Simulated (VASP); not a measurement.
# Cr (I4/mmm) in VASP: a series of runs

Cr is run at these levels: PBE; tasks: single point.

All numbers are computed with VASP 6.6.1; they aren't measurements. Logs are shortened: lines on timing, memory, paths and dates and some standing lists are left out, and cuts for length are marked.

## Step 1: The cell of the first run

It takes space group I4/mmm (No. 139, tetragonal). The conventional cell has a = 2.884 Å, b = 2.884 Å, c = 3.115 Å, α = 90.00°, β = 90.00°, γ = 90.00°. Cr (site symmetry 4/mmm) has 14 Cr at 2.57 to 3.11 Å within 3.4 Å.

## Step 2: Single point, PBE (strain +0.000 along x and y, +0.080 along z)

INCAR

```
SYSTEM = Cr
PREC = Accurate
ENCUT = 520
EDIFF = 1E-7
ISMEAR = 0
SIGMA = 0.15
LREAL = .FALSE.
LASPH = .TRUE.
NELM = 100
ALGO = Fast
ISIF = 2
LWAVE = .FALSE.
LCHARG = .FALSE.
GGA = PE
NBANDS = 12
```

KPOINTS

```
Automatic mesh
0
G
  24 24 24
  0 0 0
```

POSCAR

```
Cr
1.0
   -1.4419500000      1.4419500000      1.5573060000
    1.4419500000     -1.4419500000      1.5573060000
    1.4419500000      1.4419500000     -1.5573060000
Cr
1
Direct
    0.0000000000      0.0000000000      0.0000000000
```

Potentials or basis: VASP PAW PBE potentials, release 64 (Cr_pv).

Command:

```sh
$ cat potpaw_PBE.64/Cr_pv/POTCAR > POTCAR
$ mpirun -np 1 vasp_std > vasp.out
```

OUTCAR:

```text
SYSTEM = Cr
   PREC = Accurate
   ENCUT = 520
   EDIFF = 1E-7
   ISMEAR = 0
   LREAL = .FALSE.
   LASPH = .TRUE.
   NELM = 100
   ISIF = 2
   GGA = PE

 ion  position               nearest neighbor table
   1  0.000  0.000  0.000-

  LATTYP: Found a body centered tetragonal cell.
 ALAT       =     2.8839000000
 C/A-ratio  =     1.0800000000

  Lattice vectors:

 A1 = (  -1.4419500000,   1.4419500000,   1.5573060000)
 A2 = (   1.4419500000,  -1.4419500000,   1.5573060000)
 A3 = (   1.4419500000,   1.4419500000,  -1.5573060000)

Analysis of symmetry for initial positions (statically):
=====================================================================
 Subroutine PRICEL returns:
 Original cell was already a primitive cell.

 Routine SETGRP: Setting up the symmetry group for a
 body centered tetragonal supercell.

 Subroutine GETGRP returns: Found 16 space group operations
 (whereof 16 operations were pure point group operations)
 out of a pool of 16 trial point group operations.

The static configuration has the point symmetry D_4h.

Analysis of symmetry for dynamics (positions and initial velocities):
=====================================================================
 Subroutine PRICEL returns:
 Original cell was already a primitive cell.

 Routine SETGRP: Setting up the symmetry group for a
 body centered tetragonal supercell.

 Subroutine GETGRP returns: Found 16 space group operations
 (whereof 16 operations were pure point group operations)
 out of a pool of 16 trial point group operations.

The dynamic configuration has the point symmetry D_4h.

 Subroutine INISYM returns: Found 16 space group operations
 (whereof 16 operations are pure point group operations),
 and found     1 'primitive' translations

----------------------------------------------------------------------------------------

                                     Primitive cell

  volume of cell :      12.9519

  direct lattice vectors                    reciprocal lattice vectors
    -1.441950000  1.441950000  1.557306000     0.000000000  0.346752661  0.321067279
     1.441950000 -1.441950000  1.557306000     0.346752661  0.000000000  0.321067279
     1.441950000  1.441950000 -1.557306000     0.346752661  0.346752661  0.000000000

  length of vectors
     2.565860788  2.565860788  2.565860788     0.472569155  0.472569155  0.490382316

  position of ions in fractional coordinates (direct lattice)
     0.000000000  0.000000000  0.000000000

  ion indices of the primitive-cell ions
   primitive index   ion index
                 1           1

----------------------------------------------------------------------------------------

 KPOINTS: Automatic mesh

Automatic generation of k-mesh.
 Grid dimensions read from file:
 generate k-points for:   24   24   24

 Generating k-lattice:

  Cartesian coordinates                     Fractional coordinates (reciprocal lattice)
     0.000000000  0.014448028  0.013377803     0.041666667  0.000000000  0.000000000
     0.014448028  0.000000000  0.013377803     0.000000000  0.041666667  0.000000000
     0.014448028  0.014448028  0.000000000     0.000000000  0.000000000  0.041666667

  Length of vectors
     0.019690381  0.019690381  0.020432597

  Shift w.r.t. Gamma in fractional coordinates (k-lattice)
     0.000000000  0.000000000  0.000000000

 Subroutine IBZKPT returns following result:
 ===========================================

 Found   1063 irreducible k-points:

 Following reciprocal coordinates:
            Coordinates               Weight
  0.000000  0.000000  0.000000      1.000000
  0.041667  0.000000  0.000000      8.000000
  0.083333  0.000000 -0.000000      8.000000
  0.125000  0.000000 -0.000000      8.000000
  0.166667  0.000000 -0.000000      8.000000
  0.208333  0.000000 -0.000000      8.000000
[... 16 lines left out ...]
  0.416667  0.041667 -0.000000     16.000000
  0.458333  0.041667  0.000000     16.000000
 [... further k-points ...]
   k-points           NKPTS =   1063   k-points in BZ     NKDIM =   1063   number of bands    NBANDS=     12
   number of dos      NEDOS =    301   number of ions     NIONS =      1
   total plane-waves  NPLWV =   8000
   dimension x,y,z NGX =    20 NGY =   20 NGZ =   20
   dimension x,y,z NGXF=    40 NGYF=   40 NGZF=   40
   ions per type =               1
   NGX,Y,Z   is equivalent  to a cutoff of  12.96, 12.96, 12.96 a.u.
   NGXF,Y,Z  is equivalent  to a cutoff of  25.92, 25.92, 25.92 a.u.
 SYSTEM =  Cr
   PREC   = accura    normal or accurate (medium, high low for compatibility)
   ISTART =      0    job   : 0-new  1-cont  2-samecut
   ICHARG =      2    charge: 1-file 2-atom 10-const
   ISPIN  =      1    spin polarized calculation?
   LNONCOLLINEAR =      F non collinear calculations
   LSORBIT =      F    spin-orbit coupling
   LASPH  =      T    aspherical Exc in radial PAW
   ENCUT  =  520.0 eV  38.22 Ry    6.18 a.u.   4.77  4.77  4.77*2*pi/ulx,y,z
   NELM   =    100;   NELMIN=  2; NELMDL= -5     # of ELM steps
   EDIFF  = 0.1E-06   stopping-criterion for ELM
   LREAL  =      F    real-space projection
   EDIFFG = 0.1E-05   stopping-criterion for IOM
   NSW    =      0    number of steps for IOM
   IBRION =     -1    ionic relax: 0-MD 1-quasi-New 2-CG
   NFREE  =      0    steps in history (QN), initial steepest desc. (CG)
   ISIF   =      2    stress and relaxation
   ISYM   =      2    0-nonsym 1-usesym 2-fastsym
   POTIM  = 0.5000    time-step for ionic-motion
   TEBEG  =    0.0;   TEEND  =   0.0 temperature during run
   PSTRESS=    0.0 pullay stress
   NELECT =      12.0000    total number of electrons
   NUPDOWN=      -1.0000    fix difference up-down
   EMIN   =  10.00;   EMAX   =-10.00  energy-range for DOS
   EFERMI =   0.00;   METHOD = LEGACY
   ISMEAR =     0;   SIGMA  =   0.15  broadening in eV -4-tet -1-fermi 0-gaus
   EFERMI_NEDOS =   21; number of points for ismear=-14 and -15
   IALGO  =     68    algorithm
   IMIX   =      4    mixing-type and parameters
     AMIX     =   0.40;   BMIX     =  1.00
     AMIX_MAG =   1.60;   BMIX_MAG =  1.00
  volume/ion in A,a.u.               =      12.95        87.40
  Fermi-wavevector in a.u.,A,eV,Ry     =   1.595967  3.015940 34.655527  2.547109
  Thomas-Fermi vector in A             =   2.693803
   LORBIT       =      0    0 simple, 1 ext, 2 COOP (PROOUT), +10 PAW based schemes
   GGA     = PE    functional components
   LHFCALC =     F    Hartree Fock is set to
   AEXX    =    0.0000 exact exchange contribution
   IVDW    =     0    specifies the selected vdW correction
   LEPSILON=     F    determine dielectric tensor
   LRPA    =     F    only Hartree local field effects (RPA)
 non-spin polarized calculation
 RMM-DIIS sequential band-by-band and
 Gauss-broadening in eV      SIGMA  =   0.15
  energy-cutoff  :      520.00
  volume of cell :       12.95
 maximum number of plane-waves:       366
   NGX =  9   NGY =  9   NGZ =  9

 number of electron      11.9999993 magnetization

 Free energy of the ion-electron system (eV)
  ---------------------------------------------------
  ext. energy  EPLUGINS =         0.00000000
  ---------------------------------------------------
  free energy    TOTEN  =        -9.36562645 eV

  energy without entropy =       -9.35608624  energy(sigma->0) =       -9.36085634

 E-fermi :   9.4202     XC(G=0): -13.0211

 val. band max:        9.4194328991   @ k =  -0.1250  -0.1250   0.0833
 cond. band min:       9.4208134590   @ k =  -0.1667  -0.2917   0.1667
 fundamental gap:      0.0013805599
 Fermi energy:         9.4201738734

 k-point     1 :       0.0000    0.0000    0.0000
  band No.  band energies     occupation
      1     -33.4535      2.00000
      2     -33.4308      2.00000
      3     -33.4308      2.00000
      4       1.9958      2.00000
      5       8.5078      2.00000
      6       8.5078      2.00000
      7       9.0156      1.99986
      8      10.1093      0.00000
      9      10.6309      0.00000
     10      16.4803      0.00000
     11      29.8619      0.00000
     12      31.3700      0.00000

 k-point     2 :       0.0417    0.0000    0.0000
  band No.  band energies     occupation
      1     -33.4601      2.00000
      2     -33.4353      2.00000
      3     -33.4340      2.00000
      4       2.0635      2.00000
      5       8.5058      2.00000
      6       8.5205      2.00000
      7       9.0226      1.99982
      8      10.0926      0.00000
      9      10.6193      0.00000
     10      16.4803      0.00000
     11      29.7935      0.00000
     12      31.1889      0.00000

 k-point     3 :       0.0833    0.0000   -0.0000
  band No.  band energies     occupation
      1     -33.4884      2.00000
      2     -33.4434      2.00000
      3     -33.4399      2.00000
      4       2.2640      2.00000
      5       8.4959      2.00000
      6       8.5346      2.00000
      7       9.0682      1.99909
      8      10.0469      0.00000
      9      10.5905      0.00000
     10      16.4802      0.00000
     11      29.4804      0.00000
     12      30.7576      0.00000
[... 286 lines left out ...]
 k-point    23 :       0.4167    0.0417   -0.0000
  band No.  band energies     occupation
      1     -34.0509      2.00000
      2     -33.6140      2.00000
      3     -33.4448      2.00000
      4       5.5582      2.00000
      5       7.6164      2.00000
      6       9.5074      0.41063
      7      10.0497      0.00000
      8      10.7909      0.00000
      9      11.7680      0.00000
     10      16.4724      0.00000
     11      18.5415      0.00000
     12      26.1577      0.00000

 k-point    24 :       0.4583    0.0417    0.0000
  band No.  band energies     occupation
      1     -34.0719      2.00000
      2     -33.6203      2.00000
      3     -33.4454      2.00000
      4       5.5839      2.00000
      5       7.5783      2.00000
      6       9.8042      0.00029
      7      10.0627      0.00000
      8      10.8584      0.00000
      9      11.9196      0.00000
     10      16.4681      0.00000
     11      17.9372      0.00000
     12      26.0087      0.00000

 [... further k-points ...]

------------------------ aborting loop because EDIFF is reached ----------------------------------------

  FORCE on cell =-STRESS in cart. coord.  units (eV):
  Direction    XX          YY          ZZ          XY          YZ          ZX
  --------------------------------------------------------------------------------------
  -------------------------------------------------------------------------------------
  Total       -1.3341339     -1.3341339     -2.8197010      0.0000000     -0.0000000      0.0000000
  in kB     -165.0348430   -165.0348430   -348.8022594      0.0000000     -0.0000000      0.0000000
  external PRESSURE =    -226.2906485 kB  Pullay stress =       0.0000000 kB

 VOLUME and BASIS-vectors are now :
 -----------------------------------------------------------------------------
  energy-cutoff  :      520.00
  volume of cell :       12.95
      direct lattice vectors                 reciprocal lattice vectors
    -1.441950000  1.441950000  1.557306000     0.000000000  0.346752661  0.321067279
     1.441950000 -1.441950000  1.557306000     0.346752661  0.000000000  0.321067279
     1.441950000  1.441950000 -1.557306000     0.346752661  0.346752661  0.000000000

 POSITION                                       TOTAL-FORCE (eV/Angst)
 -----------------------------------------------------------------------------------
      0.00000      0.00000      0.00000        -0.000000      0.000000      0.000000
 -----------------------------------------------------------------------------------
    total drift:                                0.000000     -0.000000      0.000000

  FREE ENERGIE OF THE ION-ELECTRON SYSTEM (eV)
  ---------------------------------------------------
  free  energy   TOTEN  =        -9.3656264479 eV

  energy  without entropy=       -9.3560862398  energy(sigma->0) =       -9.36085634
```

Run time: 73 s. Hardware: 1 thread of Intel Xeon Platinum 8559C (Emerald Rapids), shared host; peak memory 0.26 GiB.

What came out:

```yaml
Free_energy: -9.3656 eV
Pressure: -22.6 GPa
Band_gap_on_the_k_mesh: zero (band 6 reaches 11.42 eV, above the bottom of band 7 at 8.91 eV)
```

Caveat: the cell differs from its parent crystal (strain +0.000 along x and y, +0.080 along z); the run has no spin polarisation, though such a crystal can be magnetic.

## Step 3: Single point, PBE (strain +0.080 along x and y, -0.040 along z)

INCAR

```
ALGO = Fast ; EDIFF = 1E-6
ENCUT = 520 ; GGA = PE
ISIF = 2 ; ISMEAR = 0
LASPH = T ; LCHARG = F
LREAL = F ; LWAVE = F
NBANDS = 12 ; NELM = 60
PREC = Accurate ; SIGMA = 0.15
```

KPOINTS

```
k-points
0
Gamma
  24 24 24
```

POSCAR

```
Cr
1.0
   -1.5573060000      1.5573060000      1.3842720000
    1.5573060000     -1.5573060000      1.3842720000
    1.5573060000      1.5573060000     -1.3842720000
Cr
1
Direct
    0.0000000000      0.0000000000      0.0000000000
```

Potentials or basis: VASP PAW PBE potentials, release 64 (Cr_pv).

Command:

```sh
$ cat potpaw_PBE.64/Cr_pv/POTCAR > POTCAR
$ mpirun -np 1 vasp_std > vasp.out
```

Run time: 65 s. Hardware: 1 thread of Intel Xeon Platinum 8559C (Emerald Rapids), shared host; peak memory 0.26 GiB.

It converged, with:

* Free energy: -9.2370 eV
* Pressure: -26.5 GPa
* Band gap on the k mesh: zero (band 6 reaches 10.91 eV, above the bottom of band 7 at 8.31 eV)

Stress tensor (GPa, compression positive):
```
-35.12   0.00   0.00
  0.00 -35.12   0.00
  0.00   0.00  -9.11
```

Levels at points of the mesh, in eV from the Fermi level:
| k point | band 3 | band 4 | band 5 | band 6 | band 7 | band 8 | band 9 | band 10 |
| --- | --- | --- | --- | --- | --- | --- | --- | --- |
| (0.00, 0.00, 0.00) | -42.81 | -7.27 | -1.23 | -0.35 | -0.35 | 0.44 | 1.31 | 7.08 |
| (0.50, 0.00, 0.00) | -42.89 | -3.70 | -2.24 | 0.88 | 1.23 | 1.71 | 2.27 | 7.07 |
| (0.50, 0.50, 0.00) | -42.87 | -3.70 | -1.25 | 0.25 | 0.33 | 0.96 | 2.24 | 7.05 |
| (0.50, 0.50, 0.50) | -43.12 | -3.58 | -3.30 | 1.96 | 1.96 | 2.11 | 7.08 | 8.07 |

Caveat: the cell differs from its parent crystal (strain +0.080 along x and y, -0.040 along z); the run has no spin polarisation, though such a crystal can be magnetic. Spin polarisation is off, so any magnetic state and its effect on volume and gap are missing.
